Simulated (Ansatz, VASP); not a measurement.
**One calculation of SnO, two programs**

File INCAR:

```
SYSTEM = SnO
ALGO = Normal
EDIFF = 1E-6
ENCUT = 520
GGA = PE
ISIF = 2
ISMEAR = -1
LASPH = .TRUE.
LCHARG = .FALSE.
LREAL = .FALSE.
LWAVE = .FALSE.
NBANDS = 28
NELM = 100
PREC = Accurate
SIGMA = 0.03
```

The input KPOINTS:

```
k-points
0
G
  4 4 4
  0 0 0
```

File POSCAR:

```
SnO
1.0
    3.8136952200      0.0000000000      0.0000000000
    0.0000000000      3.8136952200      0.0000000000
    0.0000000000      0.0000000000      4.8869133000
Sn O
2 2
Direct
    0.5000000000      0.0000000000      0.7646261400
    0.0000000000      0.5000000000      0.2353738600
    0.0000000000      0.0000000000      0.0000000000
    0.5000000000      0.5000000000      0.0000000000
```

Contents of input.yaml:

```yaml
crystal:
  lattice:
    - [3.81369522, 0.0, 0.0]
    - [0.0, 3.81369522, 0.0]
    - [0.0, 0.0, 4.8869133]
  atoms:
    - { symbol: Sn, position: [0.5, 0.0, 0.76462614] }
    - { symbol: Sn, position: [0.0, 0.5, 0.23537386] }
    - { symbol: O, position: [0.0, 0.0, 0.0] }
    - { symbol: O, position: [0.5, 0.5, 0.0] }
kpoints:
  mp_grid: { grid: [4, 4, 4] }
scf:
  occupations: { method: fermi_dirac, width: 0.03 }
hamiltonian:
  xc: pbe
  pseudopotentials: { kind: all_electron, lapw: { basis_error: 0.002 } }
output:
  forces: true
  stress: true
  eigenvalues: true
```

Alike in both runs: task single point; functional PBE; k mesh 4 × 4 × 4; occupations fermi-dirac, width 0.03 eV; no spin polarisation.

|  | VASP | Ansatz |
| --- | --- | --- |
| version | VASP 6.6.1 | Ansatz 0.2.0 |
| potentials or method | VASP PAW PBE potentials, release 64 (Sn_d, O), cutoff 520 eV | all-electron LAPW, scalar-relativistic |

Ansatz gave:

| Item | Value |
| --- | --- |
| gap on the k mesh at the Fermi level (eV) | 0.15 |
| least direct gap on the mesh (eV) | 2.05 |
| pressure (GPa) | 3.6 |
| traceless stress, the component that is largest in VASP (GPa) | -0.60 |
| rms of the force components (eV/Å) | 0.154 |

Estimate VASP's values.

gap on the k mesh at the Fermi level (eV): 0.16; least direct gap on the mesh (eV): 2.03; pressure (GPa): 3.9; traceless stress, the component that is largest in VASP (GPa): -0.59; rms of the force components (eV/Å): 0.190.

Atom by atom the forces differ by 0.036 eV/Å (rms over components). Ansatz ran all-electron here, and VASP with PAW potentials.
